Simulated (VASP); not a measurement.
Wanted: the native input for a VASP 6.6.1 run.

| Item | Value |
| --- | --- |
| Task | single point |
| Functional | PBEsol |
| Potentials or basis | VASP PAW PBE potentials, release 64 (Os) |
| Cutoff | 520 eV |
| k mesh | 14 × 14 × 9 |
| Occupations | fermi-dirac, width 0.1 eV |
| Spin | no spin polarisation |
| Dipole correction | no |
| Further INCAR settings | ALGO = Normal; EDIFF = 1e-06; NBANDS = 15; ISYM = 0 |

The structure of Os lies in POSCAR:

```
Os
1.0
   -3.0336102673      2.6171111890      1.3451231293
    2.6171111890     -3.0336102673      1.3451231293
    2.2961199596      2.2961199596     -2.1079419541
Os
2
Direct
    0.9801404261      0.0198595739      0.0000000000
    0.7698595739      0.2301404261      0.5000000000
```

One way to write it, as run:

INCAR

```
PREC = Accurate
ENCUT = 520
EDIFF = 1E-6
ISMEAR = -1
SIGMA = 0.1
LREAL = False
LASPH = True
NELM = 60
ALGO = Normal
ISIF = 2
LWAVE = False
LCHARG = False
GGA = PS
ISYM = 0
NBANDS = 15
```

KPOINTS

```
regular mesh
0
Gamma
  14 14 9
```

Potentials or basis: VASP PAW PBE potentials, release 64 (Os).

Command:

```bash
$ cat potpaw_PBE.64/Os/POTCAR > POTCAR
$ mpirun -np 1 vasp_std > vasp.out
```

It gave:

| Property | Result |
| --- | --- |
| Pressure | 0.4 GPa |
| Largest force | 0.028 eV/Å |
| Band gap on the k mesh | zero (bands 8 and 9 overlap by 3.12 eV) |

Caveat: the PAW data sets were made with another functional, which shifts forces and pressure a little; spin-orbit coupling is left out, which moves the levels of the heavy elements.

It took 20 min on 1 thread of AMD EPYC 7571, on a shared host, peak memory 0.43 GiB.
